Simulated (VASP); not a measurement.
# BaTiO3: single point with b88 exchange, pbe correlation

BaTiO3:

```
Ba Ti O
1.0
     3.99980    0.00000    0.00000
     0.00000    3.99980    0.00000
     0.00000    0.00000    4.01800
Ba Ti O
1 1 3
Direct
  0.00000 0.00000 0.00000
  0.50000 0.50000 0.49000
  0.00000 0.50000 0.51700
  0.50000 0.00000 0.51700
  0.50000 0.50000 0.01900
```

```
Program             : VASP 6.6.1
Task                : single point
Functional          : b88 exchange, pbe correlation
Potentials or basis : VASP PAW PBE potentials, release 64 (Ba_sv, Ti_sv, O)
Cutoff              : 600 eV
k mesh              : 7 × 7 × 7
Occupations         : fermi-dirac, width 0.05 eV
Spin                : no spin polarisation
```

The pressure is 3.6 GPa, the largest force is 0.288 eV/Å and the band gap on the k mesh is 1.87 eV (least direct gap 2.06 eV).

Forces on the atoms (eV/Å):
```
Ba   0.000  0.000  0.072
Ti   0.000  0.000 -0.122
O    0.000  0.000 -0.119
O    0.000  0.000 -0.119
O    0.000  0.000  0.288
```

Stress tensor (GPa, compression positive):
```
3.30 0.00 0.00
0.00 3.30 0.00
0.00 0.00 4.23
```

Levels at points of the mesh, in eV from the valence-band top:
```tsv
k point	band 18	band 19	band 20	band 21	band 22	band 23
(0.00, 0.00, 0.00)	-0.21	-0.20	-0.20	1.87	2.08	2.08
```

Run time: 45 s on 1 thread of AMD EPYC 9R45 96-Core Processor (Zen 5), with other jobs on the host, peak memory 0.21 GiB.

Caveat: the cell stands under pressure; the PAW data sets were made with another functional, which shifts forces and pressure a little; spin-orbit coupling is left out, which moves the levels of the heavy elements. A k mesh can miss the band edges.
